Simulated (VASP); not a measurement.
# KF (P6_3/mmc) in VASP: electric field gradients with PBE+D3(BJ)

Aim: the electric field gradients of KF with PBE+D3(BJ).

Everything below comes from runs of VASP 6.6.1. Logs are shortened: lines on timing, memory, paths and dates and some standing lists are left out, and cuts for length are marked.

**1. The cell of the first run**

The structure is hexagonal, space group P6_3/mmc (No. 194). Conventional cell: a = 4.547 Å, b = 4.547 Å, c = 5.375 Å, α = 90.00°, β = 90.00°, γ = 120.00°. K (site symmetry -6m2) has 5 F at 2.63 to 2.69 Å within 3.5 Å. Within 3.5 Å of F (site symmetry -6m2) lie 5 K at 2.63 to 2.69 Å.

**2. Electric field gradients, PBE+D3(BJ), collinear spin**

INCAR reads:

```
SYSTEM = KF
ALGO = Normal
EDIFF = 1E-8
ENCUT = 520
GGA = PE
ISIF = 2
ISMEAR = -1
ISPIN = 2
IVDW = 12
LASPH = .True.
LCHARG = .False.
LEFG = .True.
LORBIT = 11
LREAL = .False.
LWAVE = .False.
MAGMOM = 4 -1 2 4
NBANDS = 28
NELM = 150
PREC = Accurate
SIGMA = 0.03
```

KPOINTS reads:

```
k-points
0
Gamma
  11 11 6
  0 0 0
```

POSCAR reads:

```
KF
1.0
    4.5474626899      0.0000000000      0.0000000000
   -2.2737313450      3.9382182122      0.0000000000
    0.0000000000      0.0000000000      5.3752234355
K F
2 2
Direct
    0.3333333333      0.6666666667     -0.0619980745
    0.6666666667      0.3333333333      0.4380019255
    0.3333333333      0.6666666667      0.4379980745
    0.6666666667      0.3333333333      0.9379980745
```

Potentials or basis: VASP PAW PBE potentials, release 64 (K_sv, F).

Run with:

```sh
$ cat potpaw_PBE.64/K_sv/POTCAR potpaw_PBE.64/F/POTCAR > POTCAR
$ mpirun -np 1 vasp_std > vasp.out
```

OUTCAR:

```text
SYSTEM = KF
   EDIFF = 1E-8
   ENCUT = 520
   GGA = PE
   ISIF = 2
   ISMEAR = -1
   ISPIN = 2
   IVDW = 12
   LASPH = .True.
   LORBIT = 11
   LREAL = .False.
   NELM = 150
   PREC = Accurate
 IVDW          = 12

 ion  position               nearest neighbor table
   1  0.333  0.667  0.938-   4 2.63   4 2.63   4 2.63   3 2.69   3 2.69   2 3.76   2 3.76   2 3.76
                             2 3.76   2 3.76   2 3.76
   2  0.667  0.333  0.438-   3 2.63   3 2.63   3 2.63   4 2.69   4 2.69   1 3.76   1 3.76   1 3.76
                             1 3.76   1 3.76   1 3.76
   3  0.333  0.667  0.438-   2 2.63   2 2.63   2 2.63   1 2.69   1 2.69
   4  0.667  0.333  0.938-   1 2.63   1 2.63   1 2.63   2 2.69   2 2.69

  LATTYP: Found a hexagonal cell.
 ALAT       =     4.5474626899
 C/A-ratio  =     1.1820269460

  Lattice vectors:

 A1 = (   4.5474626899,   0.0000000000,   0.0000000000)
 A2 = (  -2.2737313450,   3.9382182122,   0.0000000000)
 A3 = (   0.0000000000,   0.0000000000,   5.3752234355)

Analysis of symmetry for initial positions (statically):
=====================================================================
 Subroutine PRICEL returns:
 Original cell was already a primitive cell.

 Routine SETGRP: Setting up the symmetry group for a
 hexagonal supercell.

 Subroutine GETGRP returns: Found 24 space group operations
 (whereof  6 operations were pure point group operations)
 out of a pool of 24 trial point group operations.

The static configuration has the point symmetry C_3v.
 The point group associated with its full space group is D_6h.

Analysis of symmetry for dynamics (positions and initial velocities):
=====================================================================
 Subroutine PRICEL returns:
 Original cell was already a primitive cell.

 Routine SETGRP: Setting up the symmetry group for a
 hexagonal supercell.

 Subroutine GETGRP returns: Found 24 space group operations
 (whereof  6 operations were pure point group operations)
 out of a pool of 24 trial point group operations.

The dynamic configuration has the point symmetry C_3v.
 The point group associated with its full space group is D_6h.

Analysis of structural, dynamic, and magnetic symmetry:
=====================================================================
 Subroutine PRICEL returns:
 Original cell was already a primitive cell.

 Routine SETGRP: Setting up the symmetry group for a
 hexagonal supercell.

 Subroutine GETGRP returns: Found 12 space group operations
 (whereof  6 operations were pure point group operations)
 out of a pool of 24 trial point group operations.

The overall configuration has the point symmetry C_3v.
 The point group associated with its full space group is D_3h.

 Subroutine INISYM returns: Found 12 space group operations
 (whereof  6 operations are pure point group operations),
 and found     1 'primitive' translations

----------------------------------------------------------------------------------------

                                     Primitive cell

  volume of cell :      96.2643

  direct lattice vectors                    reciprocal lattice vectors
     4.547462690  0.000000000  0.000000000     0.219902849  0.126960969  0.000000000
    -2.273731345  3.938218212  0.000000000     0.000000000  0.253921938  0.000000000
     0.000000000  0.000000000  5.375223435     0.000000000  0.000000000  0.186038778

  length of vectors
     4.547462690  4.547462690  5.375223435     0.253921938  0.253921938  0.186038778

  position of ions in fractional coordinates (direct lattice)
     0.333333333  0.666666667  0.938001925
     0.666666667  0.333333333  0.438001925
     0.333333333  0.666666667  0.437998075
     0.666666667  0.333333333  0.937998075

  ion indices of the primitive-cell ions
   primitive index   ion index
                 1           1
                 2           2
                 3           3
                 4           4
[... 88 lines left out ...]
   EFERMI_NEDOS =   21; number of points for ismear=-14 and -15
   IALGO  =     38    algorithm
   IMIX   =      4    mixing-type and parameters
     AMIX     =   0.40;   BMIX     =  1.00
     AMIX_MAG =   1.60;   BMIX_MAG =  1.00
  volume/ion in A,a.u.               =      24.07       162.41
  Fermi-wavevector in a.u.,A,eV,Ry     =   1.134061  2.143064 17.498370  1.286094
  Thomas-Fermi vector in A             =   2.270764
   LORBIT       =     11    0 simple, 1 ext, 2 COOP (PROOUT), +10 PAW based schemes
   GGA     = PE    functional components
   LHFCALC =     F    Hartree Fock is set to
   AEXX    =    0.0000 exact exchange contribution
   IVDW    =    12    specifies the selected vdW correction
   LEPSILON=     F    determine dielectric tensor
   LRPA    =     F    only Hartree local field effects (RPA)
 spin polarized calculation
  energy-cutoff  :      520.00
  volume of cell :       96.26
 maximum number of plane-waves:      2624
 NGX is ok and might be reduce to    36
   NGX = 17   NGY = 17   NGZ = 19

 number of electron      31.9999996 magnetization       0.0000193

 number of electron      31.9999996 magnetization      -0.0000037

 Free energy of the ion-electron system (eV)
  ---------------------------------------------------
  ext. energy  EPLUGINS =         0.00000000
  ---------------------------------------------------
  free energy    TOTEN  =       -16.45662967 eV

  energy without entropy =      -16.45662967  energy(sigma->0) =      -16.45662967

 E-fermi :  -2.7785     XC(G=0):  -7.2296

 val. band max:       -3.4310037427   @ k =   0.0000   0.0000   0.0000
 cond. band min:       1.8000717751   @ k =   0.0000   0.0000   0.0000
 fundamental gap:      5.2310755178
 Fermi energy:        -2.7785374292

 spin component 1

 k-point     1 :       0.0000    0.0000    0.0000
  band No.  band energies     occupation
      1     -29.7530      1.00000
      2     -29.6623      1.00000
      3     -22.0758      1.00000
      4     -22.0627      1.00000
      5     -13.4814      1.00000
      6     -13.2960      1.00000
[... 733 lines left out ...]
     27       9.8700      0.00000
     28      10.4034      0.00000

 [... further k-points ...]

 spin component 2

 k-point     1 :       0.0000    0.0000    0.0000
  band No.  band energies     occupation
      1     -29.7530      1.00000
      2     -29.6623      1.00000
      3     -22.0759      1.00000
      4     -22.0627      1.00000
      5     -13.4814      1.00000
      6     -13.2960      1.00000
[... 733 lines left out ...]
     27       9.8700      0.00000
     28      10.4041      0.00000

 [... further k-points ...]

------------------------ aborting loop because EDIFF is reached ----------------------------------------

 Edisp (eV)   -0.49786

 E8    (eV) :    -0.2372

  FORCE on cell =-STRESS in cart. coord.  units (eV):
  Direction    XX          YY          ZZ          XY          YZ          ZX
  --------------------------------------------------------------------------------------
  -------------------------------------------------------------------------------------
  Total      -0.48020    -0.48020    -0.48009     0.00000     0.00000     0.00000
  in kB      -7.99215    -7.99215    -7.99036     0.00000     0.00000     0.00000
  external pressure =       -7.99 kB  Pullay stress =        0.00 kB

 VOLUME and BASIS-vectors are now :
 -----------------------------------------------------------------------------
  energy-cutoff  :      520.00
  volume of cell :       96.26
      direct lattice vectors                 reciprocal lattice vectors
     4.547462690  0.000000000  0.000000000     0.219902849  0.126960969  0.000000000
    -2.273731345  3.938218212  0.000000000     0.000000000  0.253921938  0.000000000
     0.000000000  0.000000000  5.375223435     0.000000000  0.000000000  0.186038778

 POSITION                                       TOTAL-FORCE (eV/Angst)
 -----------------------------------------------------------------------------------
     -0.00000      2.62548      5.04197        -0.000000      0.000000     -0.000000
      2.27373      1.31274      2.35436         0.000000      0.000000     -0.000000
     -0.00000      2.62548      2.35434         0.000000     -0.000000      0.000000
      2.27373      1.31274      5.04195         0.000000     -0.000000      0.000000
 -----------------------------------------------------------------------------------
    total drift:                               -0.000000      0.000000      0.077484

  FREE ENERGIE OF THE ION-ELECTRON SYSTEM (eV)
  ---------------------------------------------------
  free  energy   TOTEN  =       -16.9544912644 eV

  energy  without entropy=      -16.9544912644  energy(sigma->0) =      -16.95449126

 Electric field gradients (V/A^2)
---------------------------------------------------------------------
 ion       V_xx      V_yy      V_zz      V_xy      V_xz      V_yz
---------------------------------------------------------------------
   1       2.880     2.880    -5.761     0.000    -0.000     0.000
   2       2.880     2.880    -5.760     0.000     0.000    -0.000
   3       0.627     0.633    -1.260     0.006     0.000    -0.000
   4       0.627     0.633    -1.260     0.006    -0.000     0.000
---------------------------------------------------------------------

 Electric field gradients after diagonalization (V/A^2)
 (convention: |V_zz| > |V_xx| > |V_yy|)
----------------------------------------------------------------------
 ion       V_xx      V_yy      V_zz     asymmetry (V_yy - V_xx)/ V_zz
----------------------------------------------------------------------
   1       2.881     2.880    -5.761       0.000
   2       2.880     2.880    -5.760       0.000
   3       0.637     0.623    -1.260       0.011
   4       0.637     0.623    -1.260       0.011
----------------------------------------------------------------------

           NMR quadrupolar parameters

 Cq : quadrupolar parameter    Cq=e*Q*V_zz/h
 eta: asymmetry parameters     (V_yy - V_xx)/ V_zz
 Q  : nuclear electric quadrupole moment in mb (millibarn)
----------------------------------------------------------------------
 ion       Cq(MHz)       eta       Q (mb)
----------------------------------------------------------------------
   1      -0.014       0.000       1.000
   2      -0.014       0.000       1.000
   3      -0.003       0.011       1.000
   4      -0.003       0.011       1.000
----------------------------------------------------------------------

 total charge

# of ion       s       p       d       tot
------------------------------------------
    1        1.957   5.588   0.031   7.577
    2        1.957   5.588   0.031   7.577
    3        1.731   4.346   0.000   6.077
    4        1.731   4.346   0.000   6.077
--------------------------------------------------
tot          7.376  19.869   0.063  27.307

 magnetization (x)

# of ion       s       p       d       tot
------------------------------------------
    1       -0.000   0.000   0.000   0.000
    2       -0.000  -0.000   0.000  -0.000
    3        0.000   0.000   0.000   0.000
    4        0.000   0.000   0.000   0.000
--------------------------------------------------
tot          0.000   0.000   0.000   0.000
```

Run time: 3.5 min. Hardware: 1 thread of Intel Xeon Platinum 8488C (Sapphire Rapids), shared host; peak memory 0.42 GiB.

Results:

* Free energy: -16.9545 eV
* Pressure: -0.8 GPa
* Band gap on the k mesh: 5.23 eV
* Net moment: 0.00 μB per cell
* Largest electric field gradient by atom: K -5.8; F -1.3 V/Å²
* Valence electrons inside the program's atomic spheres: K 7.58; F 6.08
* Dispersion energy per atom: -0.124 eV

Levels at points of the mesh, in eV from the valence-band top:
Spin up:
```tsv
k point	band 12	band 13	band 14	band 15	band 16	band 17	band 18	band 19	band 20	band 21
(0.00, 0.00, 0.00)	-0.28	-0.27	-0.27	-0.18	0.00	5.23	9.65	10.38	10.38	10.75
(0.00, 0.00, 0.50)	-0.44	-0.30	-0.30	-0.30	-0.30	6.81	6.81	10.75	10.75	10.75
```
Spin down:
| k point | band 13 | band 14 | band 15 | band 16 | band 17 | band 18 | band 19 | band 20 |
| --- | --- | --- | --- | --- | --- | --- | --- | --- |
| (0.00, 0.00, 0.00) | -0.27 | -0.27 | -0.18 | 0.00 | 5.23 | 9.65 | 10.38 | 10.38 |
| (0.00, 0.00, 0.50) | -0.30 | -0.30 | -0.30 | -0.30 | 6.81 | 6.81 | 10.75 | 10.75 |

Electric field gradients, principal values (V/Å²):
```csv
atom,least,middle,greatest (by size)
1 K,2.880,2.881,-5.761
2 K,2.880,2.880,-5.760
3 F,0.623,0.637,-1.260
4 F,0.623,0.637,-1.260
```

Caveat: three body term missing; without QUAD_EFG the Cq values of the log hold for a quadrupole moment of 1 mb, not for the nuclei. A k mesh can miss the band edges.
